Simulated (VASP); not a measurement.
Write the native input for VASP 6.6.1 that does the following.

```
Task                   : relaxation of cell and atoms
Functional             : PBE
Potentials or basis    : VASP PAW PBE potentials, release 64 (Ba_sv, Zr_sv, O)
Cutoff                 : 600 eV
k mesh                 : 6 × 6 × 6
Occupations            : gaussian, width 0.02 eV
Spin                   : no spin polarisation
Dipole correction      : no
Further INCAR settings : ALGO = Normal; EDIFF = 1e-06; IBRION = 2; EDIFFG = -0.005; NSW = 100; ISIF = 3
```

The structure of BaZrO3 lies in POSCAR:

```
BaZrO3
1.0
    4.2123871500      0.0000000000      0.0000000000
    0.0000000000      4.2123871500      0.0000000000
    0.0000000000      0.0000000000      4.2123871500
Ba Zr O
1 1 3
Direct
    0.0000000000      0.0000000000      0.0000000000
    0.5000000000      0.5000000000      0.5000000000
    0.5000000000      0.0000000000      0.5000000000
    0.5000000000      0.5000000000      0.0000000000
    0.0000000000      0.5000000000      0.5000000000
```

These files were run (other wordings do the same):

INCAR

```
SYSTEM = BaZrO3
ALGO = Normal
EDIFF = 1E-6
EDIFFG = -0.005
ENCUT = 600
GGA = PE
IBRION = 2
ISIF = 3
ISMEAR = 0
LASPH = .True.
LCHARG = .False.
LREAL = .False.
LWAVE = .False.
NELM = 100
NSW = 100
PREC = Accurate
SIGMA = 0.02
```

KPOINTS

```
k-points
0
Gamma
  6 6 6
  0 0 0
```

Potentials or basis: VASP PAW PBE potentials, release 64 (Ba_sv, Zr_sv, O).

Run with:

```console
$ cat potpaw_PBE.64/Ba_sv/POTCAR potpaw_PBE.64/Zr_sv/POTCAR potpaw_PBE.64/O/POTCAR > POTCAR
$ mpirun -np 1 vasp_std > vasp.out
```

Results of the run:

The relaxed volume is 15.19 Å³/atom and the relaxed cell is a = 4.235 Å, b = 4.235 Å, c = 4.235 Å, α = 90.00°, β = 90.00°, γ = 90.00°. The space group after relaxing (to 0.1 Å) is Pm-3m (No. 221). The energy gained by relaxing is 1.8 meV/atom and the ionic steps are 3. The pressure after relaxing is 0.0 GPa and the band gap on the k mesh is 3.12 eV (least direct gap 3.38 eV).

Caveat: spin-orbit coupling is left out, which moves the levels of the heavy elements.

Wall time 89 s on 1 thread of Intel(R) Xeon(R) Platinum 8259CL CPU @ 2.50GHz (Skylake/Cascade Lake), on a shared host, peak memory 0.24 GiB.
